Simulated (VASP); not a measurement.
# SrCo3 (Pm-3m) in VASP: a series of runs

The runs below take SrCo3 through single point, with PBEsol.

Program: VASP 6.6.1. These are calculated values, not measurements. Logs are shortened: lines on timing, memory, paths and dates and some standing lists are left out, and cuts for length are marked.

## (1) The cell of the first run

The structure is cubic, space group Pm-3m (No. 221). Conventional cell: a = 3.857 Å, b = 3.857 Å, c = 3.857 Å, α = 90.00°, β = 90.00°, γ = 90.00°. Within 3.6 Å of Sr (site symmetry m-3m) lie 12 Co at 2.73 Å. Co (site symmetry 4/mmm) has 4 Sr at 2.73 Å and 8 Co at 2.73 Å within 3.6 Å.

## (2) Single point, PBEsol, collinear spin, ferromagnetic start (14.35 Å³/atom)

Contents of INCAR:

```
SYSTEM = SrCo3
PREC = Accurate
ENCUT = 520
EDIFF = 1E-6
ISMEAR = 0
SIGMA = 0.05
LREAL = .False.
LASPH = .True.
NELM = 150
ALGO = Normal
ISIF = 2
LWAVE = .False.
LCHARG = .False.
ISPIN = 2
MAGMOM = 0 1.61 1.61 1.61
LORBIT = 11
LMAXMIX = 4
GGA = PS
NBANDS = 30
```

Contents of KPOINTS:

```
Automatic mesh
0
Gamma
  8 8 8
  0 0 0
```

Contents of POSCAR:

```
SrCo3
1.0
    3.8573607101      0.0000000000      0.0000000000
    0.0000000000      3.8573607101      0.0000000000
    0.0000000000      0.0000000000      3.8573607101
Sr Co
1 3
Direct
    0.0000000000      0.0000000000      0.0000000000
    0.0000000000      0.5000000000      0.5000000000
    0.5000000000      0.5000000000      0.0000000000
    0.5000000000      0.0000000000      0.5000000000
```

Potentials or basis: VASP PAW PBE potentials, release 64 (Sr_sv, Co).

Command:

```sh
> cat potpaw_PBE.64/Sr_sv/POTCAR potpaw_PBE.64/Co/POTCAR > POTCAR
> mpirun -np 1 vasp_std > vasp.out
```

OUTCAR:

```text
SYSTEM = SrCo3
   PREC = Accurate
   ENCUT = 520
   EDIFF = 1E-6
   ISMEAR = 0
   LREAL = .False.
   LASPH = .True.
   NELM = 150
   ISIF = 2
   ISPIN = 2
   LORBIT = 11
   GGA = PS

 ion  position               nearest neighbor table
   1  0.000  0.000  0.000-   2 2.73   3 2.73   4 2.73   2 2.73   4 2.73   2 2.73   3 2.73   2 2.73
                             3 2.73   4 2.73   4 2.73   3 2.73
   2  0.000  0.500  0.500-   1 2.73   3 2.73   4 2.73   1 2.73   3 2.73   1 2.73   4 2.73   1 2.73
                             3 2.73   4 2.73   3 2.73   4 2.73
   3  0.500  0.500  0.000-   1 2.73   2 2.73   4 2.73   2 2.73   4 2.73   1 2.73   4 2.73   4 2.73
                             1 2.73   2 2.73   2 2.73   1 2.73
   4  0.500  0.000  0.500-   1 2.73   2 2.73   3 2.73   1 2.73   3 2.73   2 2.73   3 2.73   3 2.73
                             1 2.73   2 2.73   1 2.73   2 2.73

  LATTYP: Found a simple cubic cell.
 ALAT       =     3.8573607101

  Lattice vectors:

 A1 = (   3.8573607101,   0.0000000000,   0.0000000000)
 A2 = (   0.0000000000,   3.8573607101,   0.0000000000)
 A3 = (   0.0000000000,   0.0000000000,   3.8573607101)

Analysis of symmetry for initial positions (statically):
=====================================================================
 Subroutine PRICEL returns:
 Original cell was already a primitive cell.

 Routine SETGRP: Setting up the symmetry group for a
 simple cubic supercell.

 Subroutine GETGRP returns: Found 48 space group operations
 (whereof 48 operations were pure point group operations)
 out of a pool of 48 trial point group operations.

The static configuration has the point symmetry O_h .

Analysis of symmetry for dynamics (positions and initial velocities):
=====================================================================
 Subroutine PRICEL returns:
 Original cell was already a primitive cell.

 Routine SETGRP: Setting up the symmetry group for a
 simple cubic supercell.

 Subroutine GETGRP returns: Found 48 space group operations
 (whereof 48 operations were pure point group operations)
 out of a pool of 48 trial point group operations.

The dynamic configuration has the point symmetry O_h .

Analysis of structural, dynamic, and magnetic symmetry:
=====================================================================
 Subroutine PRICEL returns:
 Original cell was already a primitive cell.

 Routine SETGRP: Setting up the symmetry group for a
 simple cubic supercell.

 Subroutine GETGRP returns: Found 48 space group operations
 (whereof 48 operations were pure point group operations)
 out of a pool of 48 trial point group operations.

The overall configuration has the point symmetry O_h .

 Subroutine INISYM returns: Found 48 space group operations
 (whereof 48 operations are pure point group operations),
 and found     1 'primitive' translations

----------------------------------------------------------------------------------------

                                     Primitive cell

  volume of cell :      57.3946

  direct lattice vectors                    reciprocal lattice vectors
     3.857360710  0.000000000  0.000000000     0.259244617  0.000000000  0.000000000
     0.000000000  3.857360710  0.000000000     0.000000000  0.259244617  0.000000000
     0.000000000  0.000000000  3.857360710     0.000000000  0.000000000  0.259244617

  length of vectors
     3.857360710  3.857360710  3.857360710     0.259244617  0.259244617  0.259244617

  position of ions in fractional coordinates (direct lattice)
     0.000000000  0.000000000  0.000000000
     0.000000000  0.500000000  0.500000000
     0.500000000  0.500000000  0.000000000
     0.500000000  0.000000000  0.500000000

  ion indices of the primitive-cell ions
   primitive index   ion index
                 1           1
                 2           2
                 3           3
                 4           4

----------------------------------------------------------------------------------------

 KPOINTS: Automatic mesh

Automatic generation of k-mesh.
 Grid dimensions read from file:
 generate k-points for:    8    8    8

 Generating k-lattice:

  Cartesian coordinates                     Fractional coordinates (reciprocal lattice)
     0.032405577  0.000000000  0.000000000     0.125000000  0.000000000  0.000000000
     0.000000000  0.032405577  0.000000000     0.000000000  0.125000000  0.000000000
     0.000000000  0.000000000  0.032405577     0.000000000  0.000000000  0.125000000

  Length of vectors
     0.032405577  0.032405577  0.032405577

  Shift w.r.t. Gamma in fractional coordinates (k-lattice)
     0.000000000  0.000000000  0.000000000

 Subroutine IBZKPT returns following result:
 ===========================================

 Found     35 irreducible k-points:

 Following reciprocal coordinates:
            Coordinates               Weight
  0.000000  0.000000  0.000000      1.000000
  0.125000  0.000000  0.000000      6.000000
[... 85 lines left out ...]
  band No.  band energies     occupation
      1     -26.2010      1.00000
      2      -8.4553      1.00000
      3      -8.4553      1.00000
      4      -8.4553      1.00000
      5       0.5401      1.00000
      6       3.1856      1.00000
[... 22 lines left out ...]
     29      17.6247      0.00000
     30      17.9004      0.00000

 k-point     2 :       0.1250    0.0000    0.0000
  band No.  band energies     occupation
      1     -26.1960      1.00000
      2      -8.5490      1.00000
      3      -8.4568      1.00000
      4      -8.4568      1.00000
      5       0.7675      1.00000
      6       3.2947      1.00000
[... 22 lines left out ...]
     29      17.0279      0.00000
     30      18.0277      0.00000

 k-point     3 :       0.2500    0.0000    0.0000
  band No.  band energies     occupation
      1     -26.1838      1.00000
      2      -8.7639      1.00000
      3      -8.4605      1.00000
      4      -8.4605      1.00000
      5       1.3847      1.00000
      6       3.5745      1.00000
[... 682 lines left out ...]
     29      17.8954      0.00000
     30      18.5761      0.00000

 k-point    24 :       0.5000    0.3750    0.1250
  band No.  band energies     occupation
      1     -26.1417      1.00000
      2      -8.9161      1.00000
      3      -8.8377      1.00000
      4      -8.5184      1.00000
      5       3.3967      1.00000
      6       4.0833      1.00000
[... 22 lines left out ...]
     29      17.7270      0.00000
     30      17.7733      0.00000

 [... further k-points ...]

 spin component 2

 k-point     1 :       0.0000    0.0000    0.0000
  band No.  band energies     occupation
      1     -26.2659      1.00000
      2      -8.5384      1.00000
      3      -8.5384      1.00000
      4      -8.5384      1.00000
      5       0.6328      1.00000
      6       3.9773      1.00000
[... 22 lines left out ...]
     29      18.0241      0.00000
     30      18.0241      0.00000

 k-point     2 :       0.1250    0.0000    0.0000
  band No.  band energies     occupation
      1     -26.2608      1.00000
      2      -8.6314      1.00000
      3      -8.5394      1.00000
      4      -8.5394      1.00000
      5       0.8647      1.00000
      6       4.0988      1.00000
[... 22 lines left out ...]
     29      17.2305      0.00000
     30      18.5349      0.00000

 k-point     3 :       0.2500    0.0000    0.0000
  band No.  band energies     occupation
      1     -26.2485      1.00000
      2      -8.8449      1.00000
      3      -8.5419      1.00000
      4      -8.5419      1.00000
      5       1.4993      1.00000
      6       4.4022      1.00000
[... 682 lines left out ...]
     29      18.1368      0.00000
     30      18.7710      0.00000

 k-point    24 :       0.5000    0.3750    0.1250
  band No.  band energies     occupation
      1     -26.2061      1.00000
      2      -8.9991      1.00000
      3      -8.9206      1.00000
      4      -8.5975      1.00000
      5       3.6750      1.00000
      6       4.7400      1.00000
[... 22 lines left out ...]
     29      17.9974      0.00000
     30      18.0924      0.00000

 [... further k-points ...]

------------------------ aborting loop because EDIFF is reached ----------------------------------------

  FORCE on cell =-STRESS in cart. coord.  units (eV):
  Direction    XX          YY          ZZ          XY          YZ          ZX
  --------------------------------------------------------------------------------------
  -------------------------------------------------------------------------------------
  Total        1.7269924      1.7269924      1.7269924     -0.0000000     -0.0000000      0.0000000
  in kB       48.2092349     48.2092349     48.2092349     -0.0000000     -0.0000000      0.0000000
  external PRESSURE =      48.2092349 kB  Pullay stress =       0.0000000 kB

 VOLUME and BASIS-vectors are now :
 -----------------------------------------------------------------------------
  energy-cutoff  :      520.00
  volume of cell :       57.39
      direct lattice vectors                 reciprocal lattice vectors
     3.857360710  0.000000000  0.000000000     0.259244617  0.000000000  0.000000000
     0.000000000  3.857360710  0.000000000     0.000000000  0.259244617  0.000000000
     0.000000000  0.000000000  3.857360710     0.000000000  0.000000000  0.259244617

 POSITION                                       TOTAL-FORCE (eV/Angst)
 -----------------------------------------------------------------------------------
      0.00000      0.00000      0.00000         0.000000      0.000000      0.000000
      0.00000      1.92868      1.92868         0.000000      0.000000      0.000000
      1.92868      1.92868      0.00000         0.000000      0.000000      0.000000
      1.92868      0.00000      1.92868         0.000000      0.000000      0.000000
 -----------------------------------------------------------------------------------
    total drift:                                0.000000      0.000000     -0.000000

  FREE ENERGIE OF THE ION-ELECTRON SYSTEM (eV)
  ---------------------------------------------------
  free  energy   TOTEN  =       -21.2814752479 eV

  energy  without entropy=      -21.2735295024  energy(sigma->0) =      -21.27750238

 total charge

# of ion       s       p       d       tot
------------------------------------------
    1        2.091   5.741   0.614   8.447
    2        0.456   0.310   7.324   8.091
    3        0.456   0.310   7.324   8.091
    4        0.456   0.310   7.324   8.091
--------------------------------------------------
tot          3.459   6.673  22.587  32.718

 magnetization (x)

# of ion       s       p       d       tot
------------------------------------------
    1       -0.005  -0.019  -0.087  -0.111
    2       -0.010  -0.014   1.460   1.437
    3       -0.010  -0.014   1.460   1.437
    4       -0.010  -0.014   1.460   1.437
--------------------------------------------------
tot         -0.034  -0.060   4.292   4.199
```

Wall time 85 s (1 thread of AMD EPYC 9R45 (Zen 5), shared host); peak memory 0.21 GiB.

What came out:

```yaml
Free_energy: -21.2815 eV
Pressure: 4.8 GPa
Net_moment: 4.08 μB per cell
Site_moments: Sr -0.11; Co +1.44 μB
Valence_electrons_inside_the_program's_atomic_spheres: Sr 8.45; Co 8.09
```

Caveat: the cell stands under pressure; the PAW data sets were made with another functional, which shifts forces and pressure a little.

## (3) Single point, PBEsol, collinear spin, ferromagnetic start (14.65 Å³/atom)

This run uses another cell than the first one, of 14.65 Å³/atom.

Contents of INCAR:

```
SYSTEM = SrCo3
  PREC = Accurate
  ENCUT = 520
  EDIFF = 1E-6
  ISMEAR = 0
  SIGMA = 0.05
  LREAL = .FALSE.
  LASPH = .TRUE.
  NELM = 150
  ALGO = Normal
  ISIF = 2
  LWAVE = .FALSE.
  LCHARG = .TRUE.
  ISPIN = 2
  MAGMOM = 0 1.62 1.62 1.62
  LORBIT = 11
  LMAXMIX = 4
  GGA = PS
  LELF = .TRUE.
  LVHAR = .TRUE.
  NBANDS = 30
```

Contents of KPOINTS:

```
regular mesh
0
G
  8 8 8
  0 0 0
```

Contents of POSCAR:

```
SrCo3
1.0
    3.8839640385      0.0000000000      0.0000000000
    0.0000000000      3.8839640385      0.0000000000
    0.0000000000      0.0000000000      3.8839640385
Sr Co
1 3
Direct
    0.0000000000      0.0000000000      0.0000000000
    0.0000000000      0.5000000000      0.5000000000
    0.5000000000      0.5000000000      0.0000000000
    0.5000000000      0.0000000000      0.5000000000
```

Potentials or basis: VASP PAW PBE potentials, release 64 (Sr_sv, Co).

Command:

```sh
> cat potpaw_PBE.64/Sr_sv/POTCAR potpaw_PBE.64/Co/POTCAR > POTCAR
> mpirun -np 1 vasp_std > vasp.out
```

It took 82 s on 1 thread of AMD EPYC 9R45 (Zen 5), shared host; peak memory 0.22 GiB.

The run converged. Its results:

```yaml
Free_energy: -21.3089 eV
Pressure: 2.6 GPa
Net_moment: 4.08 μB per cell
Site_moments: Sr -0.11; Co +1.44 μB
Valence_electrons_inside_the_program's_atomic_spheres: Sr 8.42; Co 8.07
```

Levels at points of the mesh, in eV from the Fermi level:
Spin up:
| k point | band 16 | band 17 | band 18 | band 19 | band 20 | band 21 | band 22 | band 23 | band 24 | band 25 |
| --- | --- | --- | --- | --- | --- | --- | --- | --- | --- | --- |
| (0.00, 0.00, 0.00) | -1.24 | -0.73 | -0.49 | -0.49 | -0.49 | 3.41 | 3.41 | 3.59 | 3.59 | 3.59 |
| (0.50, 0.00, 0.00) | -1.47 | -1.39 | -1.11 | -1.11 | -1.11 | -0.49 | 2.74 | 2.74 | 3.12 | 7.35 |
| (0.50, 0.50, 0.00) | -1.66 | -1.64 | -1.49 | -1.19 | -1.03 | -0.38 | 1.50 | 1.50 | 4.08 | 4.08 |
| (0.50, 0.50, 0.50) | -1.21 | -0.66 | -0.66 | -0.66 | -0.48 | 1.95 | 1.95 | 1.95 | 2.85 | 2.85 |
Spin down:
| k point | band 12 | band 13 | band 14 | band 15 | band 16 | band 17 | band 18 | band 19 | band 20 | band 21 |
| --- | --- | --- | --- | --- | --- | --- | --- | --- | --- | --- |
| (0.00, 0.00, 0.00) | -0.40 | -0.40 | -0.40 | 0.57 | 0.57 | 0.98 | 0.98 | 0.98 | 0.98 | 3.65 |
| (0.50, 0.00, 0.00) | -1.02 | -0.88 | -0.88 | -0.04 | 0.01 | 0.04 | 0.04 | 0.14 | 0.67 | 0.98 |
| (0.50, 0.50, 0.00) | -0.72 | -0.72 | -0.60 | -0.48 | -0.19 | -0.08 | 0.05 | 0.05 | 0.08 | 0.19 |
| (0.50, 0.50, 0.50) | -0.40 | -0.27 | -0.27 | -0.27 | -0.15 | -0.15 | 0.90 | 0.90 | 0.90 | 2.83 |

Caveat: the PAW data sets were made with another functional, which shifts forces and pressure a little.

## (4) Single point, PBEsol, collinear spin, ferromagnetic start (14.95 Å³/atom)

This run uses another cell than the first one, of 14.95 Å³/atom.

Contents of INCAR:

```
SYSTEM = SrCo3
PREC     = Accurate       ! precision mode
ENCUT    = 520            ! plane-wave cutoff, eV
EDIFF    = 1E-7           ! SCF threshold, eV
ISMEAR   = 0              ! smearing method
SIGMA    = 0.05           ! smearing width, eV
LREAL    = .FALSE.        ! projectors in reciprocal space
LASPH    = .TRUE.         ! aspherical terms in the spheres
NELM     = 150            ! most SCF steps
ALGO     = Normal         ! electronic algorithm
ISIF     = 2              ! what is computed and relaxed
LWAVE    = .FALSE.        ! write WAVECAR
LCHARG   = .FALSE.        ! write CHGCAR
ISPIN    = 2              ! spin polarisation
MAGMOM   = 0 1.64 1.64 1.64 ! initial moments
LORBIT   = 11             ! projections on sites
LMAXMIX  = 4              ! l up to which the mixer works
GGA      = PS             ! functional
NBANDS   = 30             ! bands
```

KPOINTS is that of step 3.

Contents of POSCAR:

```
SrCo3
1.0
    3.9102078348      0.0000000000      0.0000000000
    0.0000000000      3.9102078348      0.0000000000
    0.0000000000      0.0000000000      3.9102078348
Sr Co
1 3
Direct
    0.0000000000      0.0000000000      0.0000000000
    0.0000000000      0.5000000000      0.5000000000
    0.5000000000      0.5000000000      0.0000000000
    0.5000000000      0.0000000000      0.5000000000
```

Command:

```sh
> cat potpaw_PBE.64/Sr_sv/POTCAR potpaw_PBE.64/Co/POTCAR > POTCAR
> mpirun -np 1 vasp_std > vasp.out
```

Wall time 90 s (1 thread of AMD EPYC 9R45 (Zen 5), shared host); peak memory 0.22 GiB.

It converged, with:

| Property | Result |
| --- | --- |
| Free energy | -21.3202 eV |
| Pressure | 0.5 GPa |
| Net moment | 4.09 μB per cell |
| Site moments | Sr -0.11; Co +1.45 μB |
| Valence electrons inside the program's atomic spheres | Sr 8.39; Co 8.04 |

Levels at points of the mesh, in eV from the Fermi level:
Spin up:
| k point | band 17 | band 18 | band 19 | band 20 | band 21 | band 22 | band 23 | band 24 |
| --- | --- | --- | --- | --- | --- | --- | --- | --- |
| (0.00, 0.00, 0.00) | -0.76 | -0.52 | -0.52 | -0.52 | 3.34 | 3.34 | 3.51 | 3.51 |
| (0.50, 0.00, 0.00) | -1.42 | -1.13 | -1.12 | -1.12 | -0.52 | 2.71 | 2.71 | 3.08 |
| (0.50, 0.50, 0.00) | -1.64 | -1.50 | -1.20 | -1.04 | -0.37 | 1.40 | 1.40 | 4.03 |
| (0.50, 0.50, 0.50) | -0.69 | -0.69 | -0.69 | -0.46 | 1.87 | 1.87 | 1.87 | 2.75 |
Spin down:
```tsv
k point	band 14	band 15	band 16	band 17	band 18	band 19
(0.00, 0.00, 0.00)	-0.39	0.56	0.56	0.95	0.95	0.95
(0.50, 0.00, 0.00)	-0.86	-0.05	0.01	0.04	0.04	0.14
(0.50, 0.50, 0.00)	-0.58	-0.49	-0.17	-0.06	0.05	0.05
(0.50, 0.50, 0.50)	-0.26	-0.26	-0.15	-0.15	0.87	0.87
```

Caveat: the PAW data sets were made with another functional, which shifts forces and pressure a little.

## (5) The runs side by side

```csv
cell,gap on the mesh (eV),pressure (GPa),moment (μB)
"a = 3.857 Å, 4 atoms",none,4.8,4.08
"a = 3.884 Å, 4 atoms",none,2.6,4.08
"a = 3.910 Å, 4 atoms",none,0.5,4.09
```

Alike in all rows: task single point; level PBEsol; potentials or basis VASP PAW PBE potentials, release 64 (Sr_sv, Co); spin collinear, ferromagnetic start; k mesh 8 × 8 × 8; cutoff (eV) 520; smearing gaussian 0.05 eV.

Caveats: the PAW data sets were made with another functional, which shifts forces and pressure a little; the cell stands under pressure (at least some runs).

Absolute energies hang on the potentials; compare differences alone.
